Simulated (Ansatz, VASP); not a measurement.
## One calculation of ZnAu, two programs

The input INCAR:

```
SYSTEM = ZnAu
PREC     = Accurate       ! precision mode
ENCUT    = 520            ! plane-wave cutoff, eV
EDIFF    = 1E-7           ! SCF threshold, eV
ISMEAR   = 0              ! smearing method
SIGMA    = 0.05           ! smearing width, eV
LREAL    = .FALSE.        ! projectors in reciprocal space
LASPH    = .TRUE.         ! aspherical terms in the spheres
NELM     = 60             ! most SCF steps
ALGO     = Normal         ! electronic algorithm
ISIF     = 2              ! what is computed and relaxed
LWAVE    = .FALSE.        ! write WAVECAR
LCHARG   = .FALSE.        ! write CHGCAR
GGA      = PE             ! functional
NBANDS   = 18             ! bands
```

The input KPOINTS:

```
regular mesh
0
G
  10 10 10
  0 0 0
```

POSCAR

```
ZnAu
1.0
    3.0383950934      0.0000000000      0.0000000000
    0.0000000000      3.0383950934      0.0000000000
    0.0000000000      0.0000000000      3.0383950934
Zn Au
1 1
Direct
    0.5000000000      0.5000000000      0.5000000000
    0.0000000000      0.0000000000      0.0000000000
```

Input for Ansatz:

```yaml
crystal:
  lattice:
    - [3.0383950934, 0.0, 0.0]
    - [0.0, 3.0383950934, 0.0]
    - [0.0, 0.0, 3.0383950934]
  atoms:
    - { symbol: Zn, position: [0.5, 0.5, 0.5] }
    - { symbol: Au, position: [0.0, 0.0, 0.0] }
basis:
  ecutwfc: 420
  fft_grid_basis: typed
kpoints:
  mp_grid: { grid: [10, 10, 10] }
hamiltonian:
  xc: pbe
  pseudopotentials: { kind: paw }
scf:
  occupations: { method: gaussian, width: 0.05 }
output:
  forces: true
  stress: true
  eigenvalues: true
  bader: true
  write_density: true
  volumetric_format: npy
  elf: true
```

Alike in both runs: task single point; functional PBE; k mesh 10 × 10 × 10; occupations gaussian, width 0.05 eV; no spin polarisation.

|  | VASP | Ansatz |
| --- | --- | --- |
| version | VASP 6.6.1 | Ansatz 0.2.0 |
| potentials or method | VASP PAW PBE potentials, release 64 (Zn, Au), cutoff 520 eV | scalar-relativistic, plane waves, PAW |
| valence electrons in the cell | 23 | 31 |

Ansatz gave:

| Property | Result |
| --- | --- |
| gap on the k mesh at the Fermi level (eV) | none |
| pressure (GPa) | 24.6 |

Problem. What did VASP give for the same quantities?

Solution. gap on the k mesh at the Fermi level (eV): none; pressure (GPa): 24.8.

A gap of «none» marks a metal or a gap that the smearing closes. The functional is the same, so the differences come from potentials, cutoffs and numerics. VASP's potentials hold 23 valence electrons a cell and Ansatz's 31, so a difference there can come from the potentials and not from the codes.

Neither program's run includes spin-orbit coupling.
